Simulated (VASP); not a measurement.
Wanted: the native input for a VASP 6.6.1 run.

| Property | Result |
| --- | --- |
| Task | relaxation of cell and atoms |
| Functional | PBE |
| Potentials or basis | VASP PAW PBE potentials, release 64 (Tl_d, Pb_d) |
| Cutoff | 600 eV |
| k mesh | 8 × 8 × 8 |
| Occupations | gaussian, width 0.1 eV |
| Spin | no spin polarisation |
| Dipole correction | no |
| Further INCAR settings | ALGO = Fast; EDIFF = 1e-06; IBRION = 2; EDIFFG = -0.01; NSW = 100; ISIF = 3 |

The structure of TlPb2 lies in POSCAR:

```
TlPb2
1.0
    0.0000000000      4.6850505000      4.6850505000
    4.6850505000      0.0000000000      4.6850505000
    4.6850505000      4.6850505000      0.0000000000
Tl Pb
2 4
Direct
    0.0000000000      0.0000000000      0.0000000000
    0.2500000000      0.2500000000      0.2500000000
    0.6250000000      0.6250000000      0.6250000000
    0.1250000000      0.6250000000      0.6250000000
    0.6250000000      0.1250000000      0.6250000000
    0.6250000000      0.6250000000      0.1250000000
```

The cell was generated, and may not be a known phase.

These files were run (other wordings do the same):

INCAR

```
PREC = Accurate
ENCUT = 600
EDIFF = 1E-6
ISMEAR = 0
SIGMA = 0.1
LREAL = F
LASPH = T
NELM = 80
ALGO = Fast
ISIF = 3
LWAVE = F
LCHARG = F
GGA = PE
IBRION = 2
NSW = 100
EDIFFG = -0.01
```

KPOINTS

```
Automatic mesh
0
Gamma
  8 8 8
```

Potentials or basis: VASP PAW PBE potentials, release 64 (Tl_d, Pb_d).

Run with:

```bash
$ cat potpaw_PBE.64/Tl_d/POTCAR potpaw_PBE.64/Pb_d/POTCAR > POTCAR
$ mpirun -np 1 vasp_std > vasp.out
```

Results of the run:

The relaxed volume is 34.30 Å³/atom. The relaxed cell is a = 6.627 Å, b = 6.627 Å, c = 6.627 Å, α = 60.00°, β = 60.00°, γ = 60.00° and the space group after relaxing (to 0.1 Å) is Fd-3m (No. 227). The ionic steps are 3, the pressure after relaxing is 0.0 GPa and the band gap on the k mesh is zero (bands 41 and 42 overlap by 2.05 eV).

Caveat: spin-orbit coupling is left out, which moves the levels of the heavy elements.

Run time: 32 min on 1 thread of Intel Xeon 8259CL (shared host), peak memory 0.61 GiB.
